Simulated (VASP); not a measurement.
C, 2 atoms in the cell. The cell holds a slab with vacuum, 2 atoms: a = 2.525 Å, b = 2.525 Å, c = 8.063 Å, α = 90.00°, β = 90.00°, γ = 120.00°.  This cell differs from its parent crystal: ratio of the length along z to the lengths across it x 0.92, volume and fractional coordinates fixed.

- Program: VASP 6.6.1
- Task: single point
- Functional: PBE
- Dispersion: D3(BJ)
- Potentials or basis: VASP PAW PBE potentials, release 64 (C)
- Cutoff: 520 eV
- k mesh: 24 × 24 × 6
- Occupations: gaussian, width 0.15 eV
- Spin: no spin polarisation
- Dipole correction: no
- Further INCAR settings: ALGO = Normal; EDIFF = 1e-07; NBANDS = 11

Potentials or basis: VASP PAW PBE potentials, release 64 (C).

Launch:

```sh
$ cat potpaw_PBE.64/C/POTCAR > POTCAR
$ mpirun -np 1 vasp_std > vasp.out
```

Hardware: 1 thread of Intel(R) Xeon(R) Platinum 8488C (Sapphire Rapids), on a shared host.

Task: How long does it take, and how much memory?

Result: Wall time 55 s on 1 thread of Intel(R) Xeon(R) Platinum 8488C (Sapphire Rapids), on a shared host, peak memory 0.23 GiB. Counts: scf iterations 15, k points 244.
